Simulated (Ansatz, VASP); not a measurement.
One calculation of SnO, two programs

File INCAR:

```
  ALGO = Normal
  EDIFF = 1E-6
  EDIFFG = -0.005
  ENCUT = 600
  GGA = PE
  IBRION = 2
  ISIF = 3
  ISMEAR = 0
  LASPH = T
  LCHARG = F
  LREAL = F
  LUSENCCL = F
  LWAVE = F
  NELM = 60
  NSW = 100
  PREC = Accurate
  SIGMA = 0.01
```

The input KPOINTS:

```
k-points
0
Gamma
  10 10 8
```

Contents of POSCAR:

```
SnO
1.0
    3.8136952200      0.0000000000      0.0000000000
    0.0000000000      3.8136952200      0.0000000000
    0.0000000000      0.0000000000      4.8869133000
Sn O
2 2
Direct
    0.0000000000      0.5000000000      0.2353738600
    0.5000000000      0.0000000000      0.7646261400
    0.5000000000      0.5000000000      0.0000000000
    0.0000000000      0.0000000000      0.0000000000
```

Input for Ansatz:

```yaml
crystal:
  lattice:
    - [3.81369522, 0.0, 0.0]
    - [0.0, 3.81369522, 0.0]
    - [0.0, 0.0, 4.8869133]
  atoms:
    - { symbol: Sn, position: [0.0, 0.5, 0.23537386] }
    - { symbol: Sn, position: [0.5, 0.0, 0.76462614] }
    - { symbol: O, position: [0.5, 0.5, 0.0] }
    - { symbol: O, position: [0.0, 0.0, 0.0] }
basis:
  ecutwfc: 420
kpoints:
  mp_grid: { grid: [10, 10, 8] }
hamiltonian:
  xc: pbe
scf:
  occupations: { method: gaussian, width: 0.01 }
output:
  forces: true
  stress: true
  eigenvalues: true
relax:
  adjacent_minimum: "off"
  f_tol: 0.005
  max_steps: 80
  cell: { stress_tol: 0.05 }
```

Alike in both runs: task relaxation of cell and atoms; functional PBE; k mesh 10 × 10 × 8; occupations gaussian, width 0.01 eV; no spin polarisation.

|  | VASP | Ansatz |
| --- | --- | --- |
| version | VASP 6.6.1 | Ansatz 0.2.0 |
| potentials or method | VASP PAW PBE potentials, release 64 (Sn_d, O), cutoff 600 eV | scalar-relativistic, plane waves, PAW |
| valence electrons in the cell | 40 | 40 |

```csv
,VASP,Ansatz,Ansatz less VASP
"gap on the k mesh at the Fermi level, each at its own relaxed structure (eV)",0.44,0.50,+0.059
relaxed volume (Å³/atom),18.82,18.95,+0.133
relaxed length of the cell vector where the two differ most in proportion (Å),5.032,5.066,+0.0344
```
